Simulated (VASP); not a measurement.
A run of VASP 6.6.1 is set up as follows.

The input INCAR:

```
SYSTEM = InRuS3
ALGO = Normal ; EDIFF = 1E-7
ENCUT = 520 ; GGA = PE
ISIF = 2 ; ISMEAR = 0
ISPIN = 2 ; LASPH = .TRUE.
LCHARG = .TRUE. ; LELF = .TRUE.
LMAXMIX = 4 ; LORBIT = 11
LREAL = .FALSE. ; LVHAR = .TRUE.
LWAVE = .FALSE. ; MAGMOM = 0 1 0 0 0
NBANDS = 34 ; NELM = 150
PREC = Accurate ; SIGMA = 0.1
```

Contents of KPOINTS:

```
k-points
0
G
  4 4 4
  0 0 0
```

File POSCAR:

```
InRuS3
1.0
    3.3111877308      1.9117151294      2.7135174954
   -3.3111877308      1.9117151294      2.7135174954
    0.0000000000     -3.8234302537      2.7135174991
In Ru S
1 1 3
Direct
    0.4484018799      0.4484018799      0.4484018799
    0.9488480492      0.9488480492      0.9488480492
    0.0315103433      0.4857963842      0.0315103433
    0.4857963842      0.0315103433      0.0315103433
    0.0315103433      0.0315103433      0.4857963842
```

Potentials or basis: VASP PAW PBE potentials, release 64 (In_d, Ru_pv, S).

Command:

```bash
$ cat potpaw_PBE.64/In_d/POTCAR potpaw_PBE.64/Ru_pv/POTCAR potpaw_PBE.64/S/POTCAR > POTCAR
$ mpirun -np 1 vasp_std > vasp.out
```

Q: What does it give for the pressure?

A: -0.1 GPa.

Q: Estimate the net moment.

A: 0.00 μB per cell.

Q: What does it give for the largest force?

A: 0.040 eV/Å.

Stress tensor (GPa, compression positive):
```
-0.15  0.00  0.00
 0.00 -0.15  0.00
 0.00  0.00 -0.05
```
